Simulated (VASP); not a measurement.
# CoSn (P6/mmm) in VASP: relaxation of cell and atoms with PBE

Aim: the relaxation of cell and atoms of CoSn with PBE.

Everything below comes from runs of VASP 6.6.1. Logs are shortened: lines on timing, memory, paths and dates and some standing lists are left out, and cuts for length are marked.

## Step 1: The cell of the first run

Symmetry: P6/mmm, No. 191, hexagonal system. The conventional cell has a = 5.246 Å, b = 5.246 Å, c = 4.188 Å, α = 90.00°, β = 90.00°, γ = 120.00°. Co (site symmetry mmm) has 6 Sn at 2.58 to 2.62 Å and 4 Co at 2.62 Å within 3.4 Å. Sn (site symmetry -6m2) has 6 Co at 2.58 Å and 3 Sn at 3.03 Å within 3.4 Å. Within 3.5 Å of Sn (site symmetry 6/mmm) lie 6 Co at 2.62 Å.

## Step 2: Relaxation of cell and atoms, PBE, collinear spin, ferromagnetic start

INCAR reads:

```
SYSTEM = CoSn
PREC = Accurate ; ENCUT = 600
EDIFF = 1E-7 ; ISMEAR = 0
SIGMA = 0.05 ; LREAL = .False.
LASPH = .True. ; NELM = 150
ALGO = Fast ; ISIF = 3
LWAVE = .False. ; LCHARG = .False.
ISPIN = 2 ; MAGMOM = 1.5 1.5 1.5 0 0 0
LORBIT = 11 ; LMAXMIX = 4
GGA = PE ; IBRION = 2
NSW = 80 ; EDIFFG = -0.03
```

KPOINTS reads:

```
regular mesh
0
Gamma
  4 4 6
  0 0 0
```

POSCAR reads:

```
CoSn
1.0
    5.2460399276      0.0000000000      0.0000000000
   -2.6230199638      4.5432038466      0.0000000000
    0.0000000000      0.0000000000      4.1875903000
Co Sn
3 3
Direct
    0.0000000000      0.5000000000      0.0000000000
    0.5000000000      0.5000000000      0.0000000000
    0.5000000000      0.0000000000      0.0000000000
    0.6666666667      0.3333333333      0.5000000000
    0.3333333333      0.6666666667      0.5000000000
    0.0000000000      0.0000000000      0.0000000000
```

Potentials or basis: VASP PAW PBE potentials, release 64 (Co, Sn_d).

Command:

```
$ cat potpaw_PBE.64/Co/POTCAR potpaw_PBE.64/Sn_d/POTCAR > POTCAR
$ mpirun -np 1 vasp_std > vasp.out
```

OUTCAR:

```text
SYSTEM = CoSn
   PREC = Accurate
   ENCUT = 600
   EDIFF = 1E-7
   ISMEAR = 0
   LREAL = .False.
   LASPH = .True.
   NELM = 150
   ISIF = 3
   ISPIN = 2
   LORBIT = 11
   GGA = PE
   IBRION = 2
   NSW = 80
   EDIFFG = -0.03

 ion  position               nearest neighbor table
   1  0.000  0.500  0.000-   4 2.58   5 2.58   4 2.58   5 2.58   2 2.62   2 2.62   6 2.62   6 2.62
                             3 2.62   3 2.62
   2  0.500  0.500  0.000-   4 2.58   5 2.58   4 2.58   5 2.58   1 2.62   1 2.62   6 2.62   3 2.62
                             3 2.62   6 2.62
   3  0.500  0.000  0.000-   4 2.58   5 2.58   4 2.58   5 2.58   6 2.62   6 2.62   1 2.62   2 2.62
                             2 2.62   1 2.62
   4  0.667  0.333  0.500-   1 2.58   1 2.58   3 2.58   3 2.58   2 2.58   2 2.58   5 3.03   5 3.03
                             5 3.03   6 3.68   6 3.68   6 3.68   6 3.68   6 3.68   6 3.68
   5  0.333  0.667  0.500-   1 2.58   1 2.58   3 2.58   3 2.58   2 2.58   2 2.58   4 3.03   4 3.03
                             4 3.03   6 3.68   6 3.68   6 3.68   6 3.68   6 3.68   6 3.68
   6  0.000  0.000  0.000-   3 2.62   3 2.62   1 2.62   1 2.62   2 2.62   2 2.62   5 3.68   4 3.68
                             5 3.68   4 3.68   4 3.68   5 3.68   5 3.68   4 3.68   5 3.68   5 3.68

  LATTYP: Found a hexagonal cell.
 ALAT       =     5.2460399276
 C/A-ratio  =     0.7982383584

  Lattice vectors:

 A1 = (   5.2460399276,   0.0000000000,   0.0000000000)
 A2 = (  -2.6230199638,   4.5432038466,   0.0000000000)
 A3 = (   0.0000000000,   0.0000000000,   4.1875903000)

Analysis of symmetry for initial positions (statically):
=====================================================================
 Subroutine PRICEL returns:
 Original cell was already a primitive cell.

 Routine SETGRP: Setting up the symmetry group for a
 hexagonal supercell.

 Subroutine GETGRP returns: Found 24 space group operations
 (whereof 24 operations were pure point group operations)
 out of a pool of 24 trial point group operations.

The static configuration has the point symmetry D_6h.

Analysis of symmetry for dynamics (positions and initial velocities):
=====================================================================
 Subroutine PRICEL returns:
 Original cell was already a primitive cell.

 Routine SETGRP: Setting up the symmetry group for a
 hexagonal supercell.

 Subroutine GETGRP returns: Found 24 space group operations
 (whereof 24 operations were pure point group operations)
 out of a pool of 24 trial point group operations.

The dynamic configuration has the point symmetry D_6h.

Analysis of structural, dynamic, and magnetic symmetry:
=====================================================================
 Subroutine PRICEL returns:
 Original cell was already a primitive cell.

 Routine SETGRP: Setting up the symmetry group for a
 hexagonal supercell.

 Subroutine GETGRP returns: Found 24 space group operations
 (whereof 24 operations were pure point group operations)
 out of a pool of 24 trial point group operations.

The overall configuration has the point symmetry D_6h.

 Subroutine INISYM returns: Found 24 space group operations
 (whereof 24 operations are pure point group operations),
 and found     1 'primitive' translations

----------------------------------------------------------------------------------------

                                     Primitive cell

  volume of cell :      99.8063

  direct lattice vectors                    reciprocal lattice vectors
     5.246039928  0.000000000  0.000000000     0.190619975  0.110054494  0.000000000
    -2.623019964  4.543203847  0.000000000     0.000000000  0.220108988  0.000000000
     0.000000000  0.000000000  4.187590300     0.000000000  0.000000000  0.238800821

  length of vectors
     5.246039928  5.246039928  4.187590300     0.220108988  0.220108988  0.238800821

  position of ions in fractional coordinates (direct lattice)
     0.000000000  0.500000000  0.000000000
     0.500000000  0.500000000  0.000000000
     0.500000000  0.000000000  0.000000000
     0.666666667  0.333333333  0.500000000
     0.333333333  0.666666667  0.500000000
     0.000000000  0.000000000  0.000000000

  ion indices of the primitive-cell ions
   primitive index   ion index
                 1           1
                 2           2
                 3           3
                 4           4
                 5           5
                 6           6

----------------------------------------------------------------------------------------

 KPOINTS: regular mesh

Automatic generation of k-mesh.
 Grid dimensions read from file:
 generate k-points for:    4    4    6

 Generating k-lattice:

  Cartesian coordinates                     Fractional coordinates (reciprocal lattice)
     0.047654994  0.027513623  0.000000000     0.250000000  0.000000000  0.000000000
     0.000000000  0.055027247  0.000000000     0.000000000  0.250000000  0.000000000
     0.000000000  0.000000000  0.039800137     0.000000000  0.000000000  0.166666667

  Length of vectors
     0.055027247  0.055027247  0.039800137

  Shift w.r.t. Gamma in fractional coordinates (k-lattice)
     0.000000000  0.000000000  0.000000000

 Subroutine IBZKPT returns following result:
 ===========================================

 Found     16 irreducible k-points:

 Following reciprocal coordinates:
            Coordinates               Weight
  0.000000  0.000000  0.000000      1.000000
  0.250000  0.000000  0.000000      6.000000
  0.500000  0.000000  0.000000      3.000000
  0.250000  0.250000  0.000000      6.000000
  0.000000  0.000000  0.166667      2.000000
  0.250000  0.000000  0.166667     12.000000
[... 8 lines left out ...]
  0.500000  0.000000  0.500000      3.000000
  0.250000  0.250000  0.500000      6.000000
   k-points           NKPTS =     16   k-points in BZ     NKDIM =     16   number of bands    NBANDS=     43
   number of dos      NEDOS =    301   number of ions     NIONS =      6
   total plane-waves  NPLWV =  63504
   dimension x,y,z NGX =    42 NGY =   42 NGZ =   36
   dimension x,y,z NGXF=    84 NGYF=   84 NGZF=   72
   ions per type =               3   3
   NGX,Y,Z   is equivalent  to a cutoff of  13.31, 13.31, 14.29 a.u.
   NGXF,Y,Z  is equivalent  to a cutoff of  26.62, 26.62, 28.58 a.u.
 SYSTEM =  CoSn
   PREC   = accura    normal or accurate (medium, high low for compatibility)
   ISTART =      0    job   : 0-new  1-cont  2-samecut
   ICHARG =      2    charge: 1-file 2-atom 10-const
   ISPIN  =      2    spin polarized calculation?
   LNONCOLLINEAR =      F non collinear calculations
   LSORBIT =      F    spin-orbit coupling
   LASPH  =      T    aspherical Exc in radial PAW
   ENCUT  =  600.0 eV  44.10 Ry    6.64 a.u.  10.48 10.48  8.36*2*pi/ulx,y,z
   NELM   =    150;   NELMIN=  2; NELMDL= -5     # of ELM steps
   EDIFF  = 0.1E-06   stopping-criterion for ELM
   LREAL  =      F    real-space projection
   EDIFFG = -.3E-01   stopping-criterion for IOM
   NSW    =     80    number of steps for IOM
   IBRION =      2    ionic relax: 0-MD 1-quasi-New 2-CG
   NFREE  =      1    steps in history (QN), initial steepest desc. (CG)
   ISIF   =      3    stress and relaxation
   ISYM   =      2    0-nonsym 1-usesym 2-fastsym
   POTIM  = 0.5000    time-step for ionic-motion
   TEBEG  =    0.0;   TEEND  =   0.0 temperature during run
   PSTRESS=    0.0 pullay stress
   NELECT =      69.0000    total number of electrons
   NUPDOWN=      -1.0000    fix difference up-down
   EMIN   =  10.00;   EMAX   =-10.00  energy-range for DOS
   EFERMI =   0.00;   METHOD = LEGACY
   ISMEAR =     0;   SIGMA  =   0.05  broadening in eV -4-tet -1-fermi 0-gaus
   EFERMI_NEDOS =   21; number of points for ismear=-14 and -15
   IALGO  =     68    algorithm
   IMIX   =      4    mixing-type and parameters
     AMIX     =   0.40;   BMIX     =  1.00
     AMIX_MAG =   1.60;   BMIX_MAG =  1.00
  volume/ion in A,a.u.               =      16.63       112.25
  Fermi-wavevector in a.u.,A,eV,Ry     =   1.447567  2.735504 28.510312  2.095449
  Thomas-Fermi vector in A             =   2.565507
   LORBIT       =     11    0 simple, 1 ext, 2 COOP (PROOUT), +10 PAW based schemes
   GGA     = PE    functional components
   LHFCALC =     F    Hartree Fock is set to
   AEXX    =    0.0000 exact exchange contribution
   IVDW    =     0    specifies the selected vdW correction
   LEPSILON=     F    determine dielectric tensor
   LRPA    =     F    only Hartree local field effects (RPA)
 conjugate gradient relaxation of ions
 spin polarized calculation
 RMM-DIIS sequential band-by-band and
 Gauss-broadening in eV      SIGMA  =   0.05
  energy-cutoff  :      600.00
  volume of cell :       99.81
 maximum number of plane-waves:      3377
 NGX is ok and might be reduce to    42
   NGX = 21   NGY = 21   NGZ = 17

--------------------------------------- Ionic step        1  -------------------------------------------

 number of electron      69.0000021 magnetization       0.0000613

 Free energy of the ion-electron system (eV)
  ---------------------------------------------------
  ext. energy  EPLUGINS =         0.00000000
  ---------------------------------------------------
  free energy    TOTEN  =       -33.17129689 eV

  energy without entropy =      -33.16494915  energy(sigma->0) =      -33.16812302

 E-fermi :  10.1674     XC(G=0): -11.8603

 val. band max:       10.1321308420   @ k =   0.0000   0.0000   0.3333
 cond. band min:      10.1698023140   @ k =   0.2500   0.0000   0.0000
 fundamental gap:      0.0376714720
 Fermi energy:        10.1673568808

 spin component 1

 k-point     1 :       0.0000    0.0000    0.0000
  band No.  band energies     occupation
      1     -11.3427      1.00000
      2     -11.2431      1.00000
      3     -11.2431      1.00000
      4     -11.2303      1.00000
      5     -11.2303      1.00000
      6     -11.1465      1.00000
[... 1545 lines left out ...]
--------------------------------------- Ionic step        3  -------------------------------------------

 number of electron      69.0000012 magnetization       0.0000020

 number of electron      69.0000012 magnetization      -0.0000006

 Free energy of the ion-electron system (eV)
  ---------------------------------------------------
  ext. energy  EPLUGINS =         0.00000000
  ---------------------------------------------------
  free energy    TOTEN  =       -33.20693709 eV

  energy without entropy =      -33.19999386  energy(sigma->0) =      -33.20346548

 E-fermi :   9.7600     XC(G=0): -11.7063

 val. band max:        9.7280384806   @ k =   0.0000   0.0000   0.3333
 cond. band min:       9.7650731434   @ k =   0.2500   0.0000   0.0000
 fundamental gap:      0.0370346627
 Fermi energy:         9.7600484850

 spin component 1

 k-point     1 :       0.0000    0.0000    0.0000
  band No.  band energies     occupation
      1     -11.7392      1.00000
      2     -11.6294      1.00000
      3     -11.6294      1.00000
      4     -11.6280      1.00000
      5     -11.6280      1.00000
      6     -11.5264      1.00000
[... 1497 lines left out ...]
  FREE ENERGIE OF THE ION-ELECTRON SYSTEM (eV)
  ---------------------------------------------------
  free  energy   TOTEN  =       -33.2069370917 eV

  energy  without entropy=      -33.1999938598  energy(sigma->0) =      -33.20346548

 reached required accuracy - stopping structural energy minimisation

 total charge

# of ion       s       p       d       tot
------------------------------------------
    1        0.394   0.450   7.464   8.308
    2        0.394   0.450   7.464   8.308
    3        0.394   0.450   7.464   8.308
    4        1.129   1.240  10.063  12.432
    5        1.129   1.240  10.063  12.432
    6        1.163   1.095  10.034  12.292
--------------------------------------------------
tot          4.603   4.924  52.552  62.080

 magnetization (x)

# of ion       s       p       d       tot
------------------------------------------
    1       -0.000   0.000   0.000   0.000
    2       -0.000   0.000   0.000   0.000
    3       -0.000   0.000   0.000   0.000
    4        0.000   0.000   0.000   0.000
    5        0.000   0.000   0.000   0.000
    6       -0.000  -0.000  -0.000  -0.000
--------------------------------------------------
tot         -0.000   0.000   0.000   0.000
```

Wall time 19 min (1 thread of Intel Xeon 8259CL, shared host); peak memory 0.37 GiB.

What came out:

| Property | Result |
| --- | --- |
| Free energy | -33.2069 eV |
| Relaxed volume | 17.13 Å³/atom |
| Relaxed cell | a = 5.297 Å, b = 5.297 Å, c = 4.230 Å, α = 90.00°, β = 90.00°, γ = 120.00° |
| Space group after relaxing (to 0.1 Å) | P6/mmm (No. 191) |
| Energy gained by relaxing | 5.9 meV/atom |
| Ionic steps | 3 |
| Pressure after relaxing | 0.0 GPa |
| Net moment | 0.00 μB per cell |
| Valence electrons inside the program's atomic spheres | Co 8.31; Sn 12.43, 12.29 (each value once) |

Step by step:
| step | energy change (eV) | largest force (eV/Å) | pressure (GPa) | volume (Å³) |
| --- | --- | --- | --- | --- |
| 1 | 0.0000 | 0.0000 | 3.99 | 99.81 |
| 2 | 0.0006 | 0.0000 | -3.57 | 105.91 |
| 3 | -0.0356 | 0.0000 | -0.01 | 102.77 |

Final structure:
```xyz
6
Lattice="5.2965 0.0000 0.0000 -2.6483 4.5869 0.0000 0.0000 0.0000 4.2300" Properties=species:S:1:pos:R:3 pbc="T T T"
Co   -1.3241    2.2935    0.0000
Co    1.3241    2.2935    0.0000
Co    2.6483    0.0000    4.2300
Sn    2.6483    1.5290    2.1150
Sn    0.0000    3.0579    2.1150
Sn   -2.6483    4.5869    0.0000
```

Caveat: the moments typed at the start vanished in this run; spin-orbit coupling is left out, which moves the levels of the heavy elements.
